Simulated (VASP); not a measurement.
B: single point with PBE

B:

```
B
1.0
     2.80196   -1.45338   -0.00227
     2.80196    1.45338   -0.00227
    -0.12769    0.00000    3.24350
B
4
Direct
  0.23097 0.23097 0.32925
  0.09724 0.09724 0.80565
  0.76903 0.76903 0.67075
  0.90276 0.90276 0.19435
```

* Program: VASP 6.6.1
* Task: single point
* Functional: PBE
* Potentials or basis: VASP PAW PBE potentials, release 64 (B)
* Cutoff: 520 eV
* k mesh: 18 × 18 × 14
* Occupations: gaussian, width 0.1 eV
* Spin: no spin polarisation
* Dipole correction: no
* Further INCAR settings: ALGO = Normal; EDIFF = 1e-07; NBANDS = 14

| Quantity | Value |
| --- | --- |
| Pressure | 0.0 GPa |
| Band gap on the k mesh | zero (band 6 reaches 9.64 eV, above the bottom of band 7 at 7.89 eV) |

Stress tensor (GPa, compression positive):
```
 0.02  0.00 -0.06
 0.00  0.00  0.00
-0.06  0.00 -0.03
```

Levels at points of the mesh, in eV from the Fermi level:
```
           k point  band 4  band 5  band 6  band 7  band 8  band 9
(0.00, 0.00, 0.00)   -4.18   -3.93   -3.71    0.45    3.58    5.32
(0.50, 0.00, 0.00)   -5.80   -5.12   -3.89    0.01    1.78    5.50
(0.50, 0.50, 0.00)   -5.86   -5.60   -0.82   -0.07    1.59    3.55
(0.00, 0.00, 0.50)   -2.95   -2.56    0.42    1.84    3.32    3.59
(0.50, 0.00, 0.50)   -9.47   -5.47   -5.02    1.43    2.22    9.03
(0.50, 0.50, 0.50)  -10.32   -4.11   -2.27    2.28    3.05    8.47
```

Wall time 120 s on 1 thread of Intel(R) Xeon(R) 6975P-C (Granite Rapids), on a shared host, peak memory 0.4 GiB.
